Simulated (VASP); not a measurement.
KI:

```xyz
2
Lattice="4.3417 0.0000 0.0000 0.0000 4.3417 0.0000 0.0000 0.0000 4.3417" Properties=species:S:1:pos:R:3 pbc="T T T"
K     0.0000    0.0000    0.0000
I     2.1709    2.1709    2.1709
```

```yaml
Program: VASP 6.6.1
Task: relaxation of cell and atoms
Functional: LDA
Potentials_or_basis: VASP PAW LDA potentials, release 64 (K_sv, I)
Cutoff: 600 eV
k_mesh: 6 × 6 × 6
Occupations: fermi-dirac, width 0.02 eV
Spin: no spin polarisation
```

At the start: pressure -2.0 GPa; volume 40.92 Å³/atom.

**Question.** How do energy, volume and symmetry change on relaxing?

**Answer.** Over 19 steps the energy falls by 41.8 meV/atom and the volume is 35.12 Å³/atom (-14.2 %); space group Pm-3m (No. 221, to 0.1 Å) before and after.

Step by step:
| step | energy change (eV) | largest force (eV/Å) | pressure (GPa) | volume (Å³) |
| --- | --- | --- | --- | --- |
| 1 | 0.0000 | 0.0000 | -1.99 | 81.84 |
| 2 | -0.0601 | 0.0000 | -1.23 | 75.97 |
| 3 | -0.0833 | 0.0000 | -0.16 | 70.88 |
| 4 | -0.0836 | 0.0000 | 0.03 | 70.18 |
| 5 | -0.0836 | 0.0000 | -0.04 | 70.41 |
| 6 | -0.0836 | 0.0000 | -0.04 | 70.40 |
| 7 | -0.0836 | 0.0000 | -0.05 | 70.40 |
| 8 | -0.0836 | 0.0000 | -0.04 | 70.40 |
| 9 | -0.0836 | 0.0000 | -0.03 | 70.40 |
| 10 | -0.0836 | 0.0000 | -0.03 | 70.40 |
| 11 | -0.0836 | 0.0000 | -0.03 | 70.40 |
| 12 | -0.0836 | 0.0000 | -0.04 | 70.40 |
| 13 | -0.0836 | 0.0000 | -0.04 | 70.40 |
| 14 | -0.0836 | 0.0000 | -0.04 | 70.39 |
| 15 | -0.0836 | 0.0000 | -0.05 | 70.39 |
| 16 | -0.0836 | 0.0000 | -0.03 | 70.38 |
| 17 | -0.0836 | 0.0000 | -0.03 | 70.36 |
| 18 | -0.0836 | 0.0000 | -0.03 | 70.32 |
| 19 | -0.0836 | 0.0000 | -0.02 | 70.23 |

Final structure:
```yaml
crystal:
  lattice:
    - [4.12583, 0.00000, 0.00000]
    - [0.00000, 4.12583, 0.00000]
    - [0.00000, 0.00000, 4.12583]
  atoms:
    - { symbol: K, position: [0.00000, 0.00000, 0.00000] }
    - { symbol: I, position: [0.50000, 0.50000, 0.50000] }
```
